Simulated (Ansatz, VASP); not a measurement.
One calculation of ZrPb2O3, two programs

```
Zr Pb O
1.0
     5.37917    0.00000    0.00000
    -2.68958    4.65849    0.00000
     0.00000    0.00000    4.50113
Zr Pb O
1 2 3
Direct
  0.00000 0.00000 0.00000
  0.66667 0.33333 0.00000
  0.33333 0.66667 0.00000
  0.50000 0.50000 0.50000
  0.50000 0.00000 0.50000
  0.00000 0.50000 0.50000
```

Change from the starting cell: species swapped into the ErCo3Ni2 type (P6/mmm, No. 191).

Alike in both runs: task relaxation of cell and atoms; functional PBE; k mesh 6 × 6 × 4; occupations gaussian, width 0.1 eV; no spin polarisation.

|  | VASP | Ansatz |
| --- | --- | --- |
| version | VASP 6.6.1 | Ansatz 0.2.0 |
| potentials or method | VASP PAW PBE potentials, release 64 (Zr_sv, Pb_d, O), cutoff 600 eV | scalar-relativistic, plane waves, PAW |
| valence electrons in the cell | 58 | 58 |

```tsv
	VASP	Ansatz	Ansatz less VASP
gap on the k mesh at the Fermi level, each at its own relaxed structure (eV)	none	none	-
relaxed volume (Å³/atom)	18.10	18.10	+0.001
relaxed cell length with the largest relative difference (Å)	3.333	3.332	-0.0018
```

A gap of «none» marks a metal or a gap that the smearing closes.

Spin-orbit coupling is off throughout.
